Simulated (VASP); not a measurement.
# Co (P6_3/mmc) in VASP: single point with PBE

Aim: the single point of Co with PBE.

Everything below comes from runs of VASP 6.6.1. Logs are shortened: lines on timing, memory, paths and dates and some standing lists are left out, and cuts for length are marked.

### 1 The cell of the first run

Symmetry: P6_3/mmc, No. 194, hexagonal system. The conventional cell has a = 2.044 Å, b = 2.044 Å, c = 3.313 Å, α = 90.00°, β = 90.00°, γ = 120.00°. Within 2.7 Å of Co (site symmetry -6m2) lie 12 Co at 2.03 to 2.04 Å.

### 2 Single point, PBE (5.99 Å³/atom)

Input file POSCAR:

```
Co
1.0
    2.0437601365      0.0000000000      0.0000000000
   -1.0218800682      1.7699481974      0.0000000000
    0.0000000000      0.0000000000      3.3134202893
Co
2
Direct
    0.3333333333      0.6666666667      0.2500000000
    0.6666666667      0.3333333333      0.7500000000
```

Input file INCAR.step1:

```
SYSTEM = Co
PREC = Accurate
ENCUT = 510
EDIFF = 1E-6
ISMEAR = -1
SIGMA = 0.05
LREAL = .False.
LASPH = .True.
NELM = 120
ALGO = Normal
ISIF = 2
LWAVE = .False.
LCHARG = .True.
LMAXMIX = 4
GGA = PE
NBANDS = 24
GGA_COMPAT = .False.
NEDOS = 2001
LORBIT = 11
```

Input file KPOINTS.step1:

```
Automatic mesh
0
Gamma
  17 17 10
  0 0 0
```

Input file INCAR.step2:

```
SYSTEM = Co
PREC = Accurate
ENCUT = 510
EDIFF = 1E-6
ISMEAR = -5
SIGMA = 0.05
LREAL = .False.
LASPH = .True.
NELM = 120
ALGO = Normal
ISIF = 2
LWAVE = .False.
LCHARG = .False.
LMAXMIX = 4
GGA = PE
LORBIT = 10
NBANDS = 24
NEDOS = 1001
ICHARG = 11
GGA_COMPAT = .False.
```

Input file KPOINTS.step2:

```
Automatic mesh
0
Gamma
  26 26 15
  0 0 0
```

Potentials or basis: VASP PAW PBE potentials, release 64 (Co_sv).

Started as:

```bash
$ cat potpaw_PBE.64/Co_sv/POTCAR > POTCAR
$ cp INCAR.step1 INCAR
$ cp KPOINTS.step1 KPOINTS
$ mpirun -np 1 vasp_std > vasp.out
$ cp INCAR.step2 INCAR
$ cp KPOINTS.step2 KPOINTS
$ mpirun -np 1 vasp_std > vasp.out
```

OUTCAR:

```text
SYSTEM = Co
   PREC = Accurate
   ENCUT = 510
   EDIFF = 1E-6
   ISMEAR = -5
   LREAL = .False.
   LASPH = .True.
   NELM = 120
   ISIF = 2
   GGA = PE
   LORBIT = 10
   ICHARG = 11

 ion  position               nearest neighbor table
   1  0.333  0.667  0.250-   2 2.03   2 2.03   2 2.03   2 2.03   2 2.03   2 2.03
   2  0.667  0.333  0.750-   1 2.03   1 2.03   1 2.03   1 2.03   1 2.03   1 2.03

  LATTYP: Found a hexagonal cell.
 ALAT       =     2.0437601365
 C/A-ratio  =     1.6212373606

  Lattice vectors:

 A1 = (   2.0437601365,   0.0000000000,   0.0000000000)
 A2 = (  -1.0218800682,   1.7699481974,   0.0000000000)
 A3 = (   0.0000000000,   0.0000000000,   3.3134202893)

Analysis of symmetry for initial positions (statically):
=====================================================================
 Subroutine PRICEL returns:
 Original cell was already a primitive cell.

 Routine SETGRP: Setting up the symmetry group for a
 hexagonal supercell.

 Subroutine GETGRP returns: Found 24 space group operations
 (whereof 12 operations were pure point group operations)
 out of a pool of 24 trial point group operations.

The static configuration has the point symmetry D_3d.
 The point group associated with its full space group is D_6h.

Analysis of symmetry for dynamics (positions and initial velocities):
=====================================================================
 Subroutine PRICEL returns:
 Original cell was already a primitive cell.

 Routine SETGRP: Setting up the symmetry group for a
 hexagonal supercell.

 Subroutine GETGRP returns: Found 24 space group operations
 (whereof 12 operations were pure point group operations)
 out of a pool of 24 trial point group operations.

The dynamic configuration has the point symmetry D_3d.
 The point group associated with its full space group is D_6h.

 Subroutine INISYM returns: Found 24 space group operations
 (whereof 12 operations are pure point group operations),
 and found     1 'primitive' translations

----------------------------------------------------------------------------------------

                                     Primitive cell

  volume of cell :      11.9858

  direct lattice vectors                    reciprocal lattice vectors
     2.043760136  0.000000000  0.000000000     0.489294209  0.282494143  0.000000000
    -1.021880068  1.769948197  0.000000000     0.000000000  0.564988287  0.000000000
     0.000000000  0.000000000  3.313420289     0.000000000  0.000000000  0.301802945

  length of vectors
     2.043760136  2.043760136  3.313420289     0.564988287  0.564988287  0.301802945

  position of ions in fractional coordinates (direct lattice)
     0.333333333  0.666666667  0.250000000
     0.666666667  0.333333333  0.750000000

  ion indices of the primitive-cell ions
   primitive index   ion index
                 1           1
                 2           2

----------------------------------------------------------------------------------------

 KPOINTS: Automatic mesh

Automatic generation of k-mesh.
 Grid dimensions read from file:
 generate k-points for:   26   26   15

 Generating k-lattice:

  Cartesian coordinates                     Fractional coordinates (reciprocal lattice)
     0.018819008  0.010865159  0.000000000     0.038461538  0.000000000  0.000000000
     0.000000000  0.021730319  0.000000000     0.000000000  0.038461538  0.000000000
     0.000000000  0.000000000  0.020120196     0.000000000  0.000000000  0.066666667

  Length of vectors
     0.021730319  0.021730319  0.020120196

  Shift w.r.t. Gamma in fractional coordinates (k-lattice)
     0.000000000  0.000000000  0.000000000

 TETIRR: Found   9997 inequivalent tetrahedra from    60840

 Subroutine IBZKPT returns following result:
 ===========================================

 Found    560 irreducible k-points:

 Following reciprocal coordinates:
            Coordinates               Weight
  0.000000  0.000000  0.000000      1.000000
  0.038462  0.000000  0.000000      6.000000
  0.076923  0.000000  0.000000      6.000000
  0.115385 -0.000000  0.000000      6.000000
  0.153846 -0.000000  0.000000      6.000000
  0.192308  0.000000  0.000000      6.000000
[... 16 lines left out ...]
  0.346154  0.038462  0.000000     12.000000
  0.384615  0.038462  0.000000     12.000000
 [... further k-points ...]
   k-points           NKPTS =    560   k-points in BZ     NKDIM =    560   number of bands    NBANDS=     24
   number of dos      NEDOS =   1001   number of ions     NIONS =      2
   total plane-waves  NPLWV =   6144
   dimension x,y,z NGX =    16 NGY =   16 NGZ =   24
   dimension x,y,z NGXF=    32 NGYF=   32 NGZF=   48
   ions per type =               2
   NGX,Y,Z   is equivalent  to a cutoff of  13.01, 13.01, 12.04 a.u.
   NGXF,Y,Z  is equivalent  to a cutoff of  26.03, 26.03, 24.08 a.u.
 SYSTEM =  Co
   PREC   = accura    normal or accurate (medium, high low for compatibility)
   ISTART =      0    job   : 0-new  1-cont  2-samecut
   ICHARG =     11    charge: 1-file 2-atom 10-const
   ISPIN  =      1    spin polarized calculation?
   LNONCOLLINEAR =      F non collinear calculations
   LSORBIT =      F    spin-orbit coupling
   LASPH  =      T    aspherical Exc in radial PAW
   ENCUT  =  510.0 eV  37.48 Ry    6.12 a.u.   3.76  3.76  6.10*2*pi/ulx,y,z
   NELM   =    120;   NELMIN=  2; NELMDL=  0     # of ELM steps
   EDIFF  = 0.1E-05   stopping-criterion for ELM
   LREAL  =      F    real-space projection
   EDIFFG = 0.1E-04   stopping-criterion for IOM
   NSW    =      0    number of steps for IOM
   IBRION =     -1    ionic relax: 0-MD 1-quasi-New 2-CG
   NFREE  =      0    steps in history (QN), initial steepest desc. (CG)
   ISIF   =      2    stress and relaxation
   ISYM   =      2    0-nonsym 1-usesym 2-fastsym
   POTIM  = 0.5000    time-step for ionic-motion
   TEBEG  =    0.0;   TEEND  =   0.0 temperature during run
   PSTRESS=    0.0 pullay stress
   NELECT =      34.0000    total number of electrons
   NUPDOWN=      -1.0000    fix difference up-down
   EMIN   =  10.00;   EMAX   =-10.00  energy-range for DOS
   EFERMI =   0.00;   METHOD = LEGACY
   ISMEAR =    -5;   SIGMA  =   0.05  broadening in eV -4-tet -1-fermi 0-gaus
   EFERMI_NEDOS =   21; number of points for ismear=-14 and -15
   IALGO  =     38    algorithm
   IMIX   =      4    mixing-type and parameters
     AMIX     =   0.40;   BMIX     =  1.00
     AMIX_MAG =   1.60;   BMIX_MAG =  1.00
  volume/ion in A,a.u.               =       5.99        40.44
  Fermi-wavevector in a.u.,A,eV,Ry     =   2.317459  4.379363 73.071695  5.370618
  Thomas-Fermi vector in A             =   3.246086
   LORBIT       =     10    0 simple, 1 ext, 2 COOP (PROOUT), +10 PAW based schemes
   GGA     = PE    functional components
   LHFCALC =     F    Hartree Fock is set to
   AEXX    =    0.0000 exact exchange contribution
   IVDW    =     0    specifies the selected vdW correction
   LEPSILON=     F    determine dielectric tensor
   LRPA    =     F    only Hartree local field effects (RPA)
 non-spin polarized calculation
 Fermi weights with tetrahedron method with Bloechl corrections
  energy-cutoff  :      510.00
  volume of cell :       11.99
 maximum number of plane-waves:       324
 NGX is ok and might be reduce to    16

 number of electron      33.9999982 magnetization

 Free energy of the ion-electron system (eV)
  ---------------------------------------------------
  ext. energy  EPLUGINS =         0.00000000
  ---------------------------------------------------
  free energy    TOTEN  =        -5.84876027 eV

  energy without entropy =       -5.84876027  energy(sigma->0) =       -5.84876027

 E-fermi :  25.3376     XC(G=0): -18.1275

 val. band max:       25.4453319524   @ k =   0.4615   0.0385   0.4000
 cond. band min:      25.2919335997   @ k =   0.0000   0.0000   0.3333
 fundamental gap:     -0.1533983527
 Fermi energy:        25.3375659849

 k-point     1 :       0.0000    0.0000    0.0000
  band No.  band energies     occupation
      1     -71.8362      2.00000
      2     -71.1987      2.00000
      3     -36.0416      2.00000
      4     -33.9838      2.00000
      5     -33.9838      2.00000
      6     -33.7027      2.00000
[... 16 lines left out ...]
     23      55.9429      0.00000
     24      56.3787      0.00000

 k-point     2 :       0.0385    0.0000    0.0000
  band No.  band energies     occupation
      1     -71.8285      2.00000
      2     -71.1950      2.00000
      3     -36.0303      2.00000
      4     -34.0096      2.00000
      5     -33.9920      2.00000
      6     -33.7202      2.00000
[... 16 lines left out ...]
     23      55.9967      0.00000
     24      56.2632      0.00000

 k-point     3 :       0.0769    0.0000    0.0000
  band No.  band energies     occupation
      1     -71.8059      2.00000
      2     -71.1843      2.00000
      3     -35.9967      2.00000
      4     -34.0855      2.00000
      5     -34.0159      2.00000
      6     -33.7970      2.00000
[... 16 lines left out ...]
     23      55.8203      0.00000
     24      56.1417      0.00000
[... 514 lines left out ...]
 k-point    23 :       0.3462    0.0385    0.0000
  band No.  band energies     occupation
      1     -71.3461      2.00000
      2     -71.0237      2.00000
      3     -35.4595      2.00000
      4     -35.2388      2.00000
      5     -35.0914      2.00000
      6     -34.4198      2.00000
[... 16 lines left out ...]
     23      47.7425      0.00000
     24      48.2639      0.00000

 k-point    24 :       0.3846    0.0385    0.0000
  band No.  band energies     occupation
      1     -71.2888      2.00000
      2     -71.0165      2.00000
      3     -35.6009      2.00000
      4     -35.2138      2.00000
      5     -35.1270      2.00000
      6     -34.4602      2.00000
[... 16 lines left out ...]
     23      46.4675      0.00000
     24      47.4813      0.00000

 [... further k-points ...]

------------------------ aborting loop because EDIFF is reached ----------------------------------------

  FORCE on cell =-STRESS in cart. coord.  units (eV):
  Direction    XX          YY          ZZ          XY          YZ          ZX
  --------------------------------------------------------------------------------------
  -------------------------------------------------------------------------------------
  Total       35.7464749     35.7464749     35.7302180      0.0000000      0.0000000      0.0000000
  in kB     4778.3372270   4778.3372267   4776.1641198      0.0000001      0.0000000      0.0000000
  external PRESSURE =    4777.6128578 kB  Pullay stress =       0.0000000 kB

 VOLUME and BASIS-vectors are now :
 -----------------------------------------------------------------------------
  energy-cutoff  :      510.00
  volume of cell :       11.99
      direct lattice vectors                 reciprocal lattice vectors
     2.043760136  0.000000000  0.000000000     0.489294209  0.282494143  0.000000000
    -1.021880068  1.769948197  0.000000000     0.000000000  0.564988287  0.000000000
     0.000000000  0.000000000  3.313420289     0.000000000  0.000000000  0.301802945

 POSITION                                       TOTAL-FORCE (eV/Angst)
 -----------------------------------------------------------------------------------
     -0.00000      1.17997      0.82836        -0.000000     -0.000000      0.000000
      1.02188      0.58998      2.48507         0.000000      0.000000      0.000000
 -----------------------------------------------------------------------------------
    total drift:                               -0.000000      0.000000     -0.000000

  FREE ENERGIE OF THE ION-ELECTRON SYSTEM (eV)
  ---------------------------------------------------
  free  energy   TOTEN  =        -5.8487602655 eV

  energy  without entropy=       -5.8487602655  energy(sigma->0) =       -5.84876027

 total charge

# of ion       s       p       d       tot
------------------------------------------
    1        2.434   6.367   7.149  15.950
    2        2.434   6.367   7.149  15.950
--------------------------------------------------
tot          4.867  12.733  14.299  31.899
```

It took 2 min on 1 thread of AMD EPYC 7R13 (Zen 3), shared host; peak memory 0.23 GiB.

What came out:

```
Valence electrons inside the program's atomic spheres : Co 15.95
```

Levels at points of the mesh, in eV from the Fermi level:
```tsv
k point	band 13	band 14	band 15	band 16	band 17	band 18	band 19	band 20	band 21	band 22
(0.00, 0.00, 0.00)	-4.33	-3.48	-3.48	-2.57	-2.57	-0.22	0.15	0.15	13.57	25.83
(0.50, 0.00, 0.00)	-4.07	-3.90	-3.21	0.58	0.81	0.96	3.88	7.63	15.85	17.35
```

Caveat: the run has no spin polarisation, though such a crystal can be magnetic. Spin polarisation is off, so any magnetic state and its effect on volume and gap are missing.
